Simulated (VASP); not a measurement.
A run of VASP 6.6.1 is set up as follows.

INCAR

```
SYSTEM = Ag
  PREC = Accurate
  ENCUT = 400
  EDIFF = 1E-6
  ISMEAR = 1
  SIGMA = 0.1
  LREAL = .FALSE.
  LASPH = .TRUE.
  NELM = 120
  ALGO = Normal
  ISIF = 2
  LWAVE = .FALSE.
  LCHARG = .TRUE.
  LDIPOL = .TRUE.
  IDIPOL = 3
  DIPOL = 0.5 0.5 0.328
  GGA = RE
  IVDW = 12
  LELF = .TRUE.
  LVHAR = .TRUE.
  LVACPOTAV = .TRUE.
  NBANDS = 24
  GGA_COMPAT = .FALSE.
  NELMDL = -8
```

Contents of KPOINTS:

```
regular mesh
0
G
  15 15 1
  0 0 0
```

POSCAR

```
Ag
1.0
    2.8871987174      0.0000000000      0.0000000000
   -1.4435993587      2.5003874350      0.0000000000
    0.0000000000      0.0000000000     28.5708297755
Ag
3
Direct
    0.0000000000      0.0000000000      0.2450051348
    0.6666666667      0.3333333333      0.3280927109
    0.3333333333      0.6666666667      0.4099737713
```

Potentials or basis: VASP PAW PBE potentials, release 64 (Ag).

Launch:

```console
$ cat potpaw_PBE.64/Ag/POTCAR > POTCAR
$ mpirun -np 1 vasp_std > vasp.out
```

Estimate the largest force.

0.112 eV/Å.

Estimate the dispersion energy per atom.

-0.793 eV.

Forces in eV/Å, atoms in the order of the input:
```
Ag   0.000  0.000  0.050
Ag   0.000  0.000 -0.112
Ag   0.000  0.000  0.062
```

Caveat: the PAW data sets were made with another functional, which shifts forces and pressure a little.
